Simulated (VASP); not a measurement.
Input of a VASP 6.6.1 run:

File INCAR:

```
SYSTEM = Be2CdS2
ALGO = Normal ; EDIFF = 1E-6
ENCUT = 520 ; GGA = PE
ISIF = 2 ; ISMEAR = 0
LASPH = .TRUE. ; LCHARG = .FALSE.
LREAL = .FALSE. ; LWAVE = .FALSE.
NBANDS = 22 ; NELM = 100
PREC = Accurate ; SIGMA = 0.1
```

File KPOINTS:

```
k-points
0
G
  6 6 6
  0 0 0
```

The input POSCAR:

```
Be2CdS2
1.0
    1.7089049600     -6.4295855600      0.0000000000
    1.7089049600      6.4295855600      0.0000000000
    0.0000000000      0.0000000000      3.4529503100
Be Cd S
2 1 2
Direct
    0.8531400000      0.1468600000      0.0000000000
    0.1468600000      0.8531400000      0.0000000000
    0.5000000000      0.5000000000      0.5000000000
    0.7059900000      0.2940100000      0.5000000000
    0.2940100000      0.7059900000      0.5000000000
```

Potentials or basis: VASP PAW PBE potentials, release 64 (Be, Cd, S).

The run is started by

```bash
$ cat potpaw_PBE.64/Be/POTCAR potpaw_PBE.64/Cd/POTCAR potpaw_PBE.64/S/POTCAR > POTCAR
$ mpirun -np 1 vasp_std > vasp.out
```

What does it give for the band gap on the k mesh?

Zero (band 14 reaches 6.91 eV, above the bottom of band 15 at 5.30 eV).

Predict the largest force.

4.253 eV/Å.

Predict the pressure.

10.8 GPa.

Stress tensor (GPa, compression positive):
```
22.13  0.00  0.00
 0.00 19.89  0.00
 0.00  0.00 -9.48
```

Caveat: forces of over 1 eV/Å act on the atoms, so gaps and moduli don't describe the material at rest.
